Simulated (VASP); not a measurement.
Input of a VASP 6.6.1 run:

INCAR

```
SYSTEM = CuO
PREC = Accurate ; ENCUT = 520
EDIFF = 1E-6 ; ISMEAR = 1
SIGMA = 0.05 ; LREAL = .FALSE.
LASPH = .TRUE. ; NELM = 60
ALGO = Normal ; ISIF = 2
LWAVE = .FALSE. ; LCHARG = .TRUE.
GGA = RP ; LELF = .TRUE.
LVHAR = .TRUE. ; NBANDS = 25
```

Contents of KPOINTS:

```
Automatic mesh
0
G
  8 8 5
  0 0 0
```

Contents of POSCAR:

```
CuO
1.0
    2.3418500000     -1.7113000000      0.0000000000
    2.3418500000      1.7113000000      0.0000000000
   -0.8500274300      0.0000000000      5.0578693900
Cu O
2 2
Direct
    0.0000000000      0.5000000000      0.0000000000
    0.5000000000      0.0000000000      0.5000000000
    0.5816000000      0.4184000000      0.2500000000
    0.4184000000      0.5816000000      0.7500000000
```

Potentials or basis: VASP PAW PBE potentials, release 64 (Cu, O).

The run is started by

```console
$ cat potpaw_PBE.64/Cu/POTCAR potpaw_PBE.64/O/POTCAR > POTCAR
$ mpirun -np 1 vasp_std > vasp.out
```

Q: Estimate the largest force.

A: 0.148 eV/Å.

Q: What does it give for the pressure?

A: 12.0 GPa.

Q: What does it give for the band gap on the k mesh?

A: Zero (band 17 reaches 6.11 eV, above the bottom of band 18 at 5.63 eV).

Stress tensor (GPa, compression positive):
```
12.12  0.00 -1.60
 0.00 11.99  0.00
-1.60  0.00 11.74
```

Caveat: the PAW data sets were made with another functional, which shifts forces and pressure a little; semilocal functionals often make such compounds metallic where correlation or magnetic order opens a gap, which also shifts bond lengths. With open d or f shells a metallic result of RPBE can be an artefact of self-interaction; +U or a hybrid may open a gap.
